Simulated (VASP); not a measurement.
**Cl: single point with PBE**

The system is Cl.

```
Cl
1.0
     8.14325    0.00000    0.00000
     0.00000    8.14325    0.00000
     0.00000    0.00000    8.14325
Cl
16
Direct
  0.70456 0.18307 0.74560
  0.68516 0.03998 0.54172
  0.76657 0.57277 0.72529
  0.68164 0.60500 0.49027
  0.00655 0.04336 0.22409
  0.99857 0.06888 0.97209
  0.12511 0.72099 0.58396
  0.28039 0.77080 0.39425
  0.30636 0.75022 0.04814
  0.49246 0.77020 0.87601
  0.50206 0.22674 0.15087
  0.29477 0.24904 0.99074
  0.13886 0.33860 0.58827
  0.07180 0.07930 0.57877
  0.72688 0.42498 0.09856
  0.92305 0.57354 0.04343
```

- Program: VASP 6.6.1
- Task: single point
- Functional: PBE
- Potentials or basis: VASP PAW PBE potentials, release 64 (Cl)
- Cutoff: 520 eV
- k mesh: 1 × 1 × 1
- Occupations: fermi-dirac, width 0.05 eV
- Spin: no spin polarisation

```yaml
Pressure: -0.2 GPa
Largest_force: 1.769 eV/Å
```

Forces on the atoms (eV/Å):
```
Cl  -0.374 -0.484 -0.796
Cl  -0.285  0.309  0.646
Cl   0.175  0.586 -0.831
Cl   0.193 -0.345  0.423
Cl   0.117  0.301 -0.282
Cl  -0.328 -0.311  0.110
Cl   0.139  0.005 -0.174
Cl  -0.109 -0.357  0.165
Cl   0.604  0.186 -0.542
Cl  -0.783 -0.083  0.678
Cl  -1.311 -0.133 -0.625
Cl   1.411 -0.079  1.064
Cl  -0.480 -0.849 -0.167
Cl   0.694  0.994  0.357
Cl  -0.082  0.017 -0.145
Cl   0.421  0.242  0.119
```

Stress tensor (GPa, compression positive):
```
 1.03  0.12 -0.28
 0.12 -0.43 -0.03
-0.28 -0.03 -1.35
```

Levels at points of the mesh, in eV from the Fermi level:
```
           k point  band 54  band 55  band 56  band 57  band 58  band 59
(0.00, 0.00, 0.00)    -1.00    -0.86    -0.79     0.78     0.97     1.06
```

It took 2 min on 1 thread of Intel Xeon 8259CL, with other jobs on the host, peak memory 0.51 GiB.

Caveat: the k points lie up to 0.77 Å⁻¹ apart.
